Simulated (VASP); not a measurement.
Wanted: the native input for a VASP 6.6.1 run.

| Item | Value |
| --- | --- |
| Task | single point |
| Functional | LDA |
| Potentials or basis | VASP PAW LDA potentials, release 64 (Re) |
| Cutoff | 520 eV |
| k mesh | 10 × 10 × 5 |
| Occupations | fermi-dirac, width 0.15 eV |
| Spin | no spin polarisation |
| Dipole correction | no |
| Further INCAR settings | ALGO = Normal; EDIFF = 1e-06; NBANDS = 14 |

The structure of Re lies in POSCAR:

```
Re
1.0
    2.7851254825      0.0000000000      0.0000000000
   -1.3925627412      2.4119894864      0.0000000000
    0.0000000000      0.0000000000      4.4974813192
Re
2
Direct
    0.3333333333      0.6666666667      0.2500000000
    0.6666666667      0.3333333333      0.7500000000
```

One way to write it, as run:

INCAR

```
PREC     = Accurate       # precision mode
ENCUT    = 520            # plane-wave cutoff, eV
EDIFF    = 1E-6           # SCF threshold, eV
ISMEAR   = -1             # smearing method
SIGMA    = 0.15           # smearing width, eV
LREAL    = F              # projectors in reciprocal space
LASPH    = T              # aspherical terms in the spheres
NELM     = 80             # most SCF steps
ALGO     = Normal         # electronic algorithm
ISIF     = 2              # what is computed and relaxed
LWAVE    = F              # write WAVECAR
LCHARG   = T              # write CHGCAR
GGA      = CA             # functional
LELF     = T              # ELF
LVHAR    = T            
NBANDS   = 14             # bands
```

KPOINTS

```
regular mesh
0
Gamma
  10 10 5
```

Potentials or basis: VASP PAW LDA potentials, release 64 (Re).

Command:

```bash
$ cat potpaw_LDA.64/Re/POTCAR > POTCAR
$ mpirun -np 1 vasp_std > vasp.out
```

It gave:

```
Pressure               : -17.8 GPa
Band gap on the k mesh : zero (band 7 reaches 8.78 eV, above the bottom of band 8 at 6.04 eV)
```

Caveat: spin-orbit coupling is left out, which moves the levels of the heavy elements.

It took 24 s on 1 thread of Intel Xeon 8259CL, with other jobs on the host, peak memory 0.14 GiB.
